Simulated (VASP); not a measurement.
Set up this calculation in VASP 6.6.1, as the native input.

- Task: single point
- Functional: LDA
- Potentials or basis: VASP PAW LDA potentials, release 64 (Te, Mo_sv)
- Cutoff: 520 eV
- k mesh: 9 × 9 × 2
- Occupations: fermi-dirac, width 0.1 eV
- Spin: no spin polarisation
- Dipole correction: no
- Further INCAR settings: ALGO = Normal; EDIFF = 1e-06; NBANDS = 35

The structure of Te2Mo lies in POSCAR:

```
Te2Mo
1.0
    3.5182000000      0.0000000000      0.0000000000
   -1.7591000000      3.0468505800      0.0000000000
    0.0000000000      0.0000000000     13.9736000000
Te Mo
4 2
Direct
    0.3333333300      0.6666666700      0.6210000000
    0.6666666700      0.3333333300      0.1210000000
    0.3333333300      0.6666666700      0.8790000000
    0.6666666700      0.3333333300      0.3790000000
    0.3333333300      0.6666666700      0.2500000000
    0.6666666700      0.3333333300      0.7500000000
```

These files were run (other wordings do the same):

INCAR

```
SYSTEM = Te2Mo
  PREC = Accurate
  ENCUT = 520
  EDIFF = 1E-6
  ISMEAR = -1
  SIGMA = 0.1
  LREAL = .FALSE.
  LASPH = .TRUE.
  NELM = 80
  ALGO = Normal
  ISIF = 2
  LWAVE = .FALSE.
  LCHARG = .TRUE.
  GGA = CA
  LELF = .TRUE.
  LVHAR = .TRUE.
  NBANDS = 35
```

KPOINTS

```
Automatic mesh
0
G
  9 9 2
  0 0 0
```

Potentials or basis: VASP PAW LDA potentials, release 64 (Te, Mo_sv).

Launch:

```bash
$ cat potpaw_LDA.64/Te/POTCAR potpaw_LDA.64/Mo_sv/POTCAR > POTCAR
$ mpirun -np 1 vasp_std > vasp.out
```

It gave:

The pressure is -2.8 GPa. The largest force is 0.239 eV/Å and the band gap on the k mesh is 0.75 eV, indirect (least direct gap 1.03 eV).

Caveat: spin-orbit coupling is left out, which moves the levels of the heavy elements.

It took 2 min on 1 thread of Intel(R) Xeon(R) Platinum 8259CL CPU @ 2.50GHz (Skylake/Cascade Lake) (shared host), peak memory 0.28 GiB.
